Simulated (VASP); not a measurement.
**Li: single point with PBEsol**

The system is Li.

```
CELL_PARAMETERS angstrom
7.31287 0.00000 0.00000
0.00000 7.31287 0.00000
0.00000 0.00000 7.31287
ATOMIC_POSITIONS crystal
Li 0.86836 0.03834 0.14211
Li 0.53024 0.12987 0.02181
Li 0.02146 0.74854 0.97217
Li 0.13422 0.03497 0.41024
Li 0.17595 0.37975 0.09556
Li 0.50150 0.43421 0.03136
Li 0.53454 0.20770 0.55988
Li 0.81138 0.35070 0.24553
Li 0.97562 0.57789 0.60958
Li 0.35190 0.46570 0.32934
Li 0.20545 0.38238 0.68850
Li 0.56513 0.57799 0.64144
Li 0.65191 0.77990 0.35340
Li 0.83925 0.07617 0.82489
Li 0.20240 0.07195 0.88393
Li 0.68974 0.79636 0.81348
```

```json
{"Program": "VASP 6.6.1", "Task": "single point", "Functional": "PBEsol", "Potentials or basis": "VASP PAW PBE potentials, release 64 (Li_sv)", "Cutoff": "520 eV", "k mesh": "2 × 2 × 2", "Occupations": "fermi-dirac, width 0.16 eV", "Spin": "no spin polarisation", "Dipole correction": "no", "Further INCAR settings": "LREAL = Auto; ALGO = Normal; EDIFF = 1e-06; NBANDS = 38"}
```

```yaml
Largest_force: 1.487 eV/Å
Band_gap_on_the_k_mesh: zero (bands 24 and 25 overlap by 0.41 eV)
```

Forces on the atoms (eV/Å):
```
Li   0.142 -0.337  0.416
Li  -0.223 -0.772  0.281
Li   0.279 -0.514  0.256
Li   0.187  0.021  0.150
Li  -1.148 -0.425 -0.511
Li   0.731  0.970 -0.837
Li   0.188 -0.378 -0.063
Li  -0.063  0.639  0.385
Li  -0.598  0.513 -0.471
Li   0.138  0.303  0.958
Li   0.523 -0.385  0.352
Li  -0.518 -0.760 -0.140
Li   0.063  0.167 -0.325
Li   0.305  1.082 -0.973
Li   0.215 -0.327 -0.110
Li  -0.223  0.203  0.630
```

Levels at points of the mesh, in eV from the Fermi level:
| k point | band 22 | band 23 | band 24 | band 25 | band 26 | band 27 |
| --- | --- | --- | --- | --- | --- | --- |
| (0.00, 0.00, 0.00) | -0.73 | -0.64 | 0.22 | 0.38 | 0.69 | 0.88 |
| (0.50, 0.00, 0.00) | -0.55 | -0.40 | -0.27 | -0.19 | -0.09 | 0.98 |
| (0.00, 0.50, 0.00) | -0.50 | -0.44 | -0.31 | -0.18 | 0.01 | 0.85 |
| (0.00, 0.00, 0.50) | -0.52 | -0.40 | -0.30 | -0.09 | 0.14 | 1.15 |
| (0.50, 0.50, 0.00) | -0.40 | -0.05 | -0.02 | 0.12 | 0.25 | 0.57 |
| (0.00, 0.50, 0.50) | -0.38 | -0.16 | 0.02 | 0.20 | 0.40 | 0.46 |
| (0.50, 0.00, 0.50) | -0.12 | 0.05 | 0.08 | 0.12 | 0.18 | 0.27 |
| (0.50, 0.50, 0.50) | -1.33 | -1.23 | -0.98 | 1.09 | 1.31 | 1.54 |

It took 110 s on 1 thread of Intel(R) Xeon(R) Platinum 8488C (Sapphire Rapids), on a shared host, peak memory 0.37 GiB.

Caveat: the k points lie up to 0.43 Å⁻¹ apart; the PAW data sets were made with another functional, which shifts forces and pressure a little.
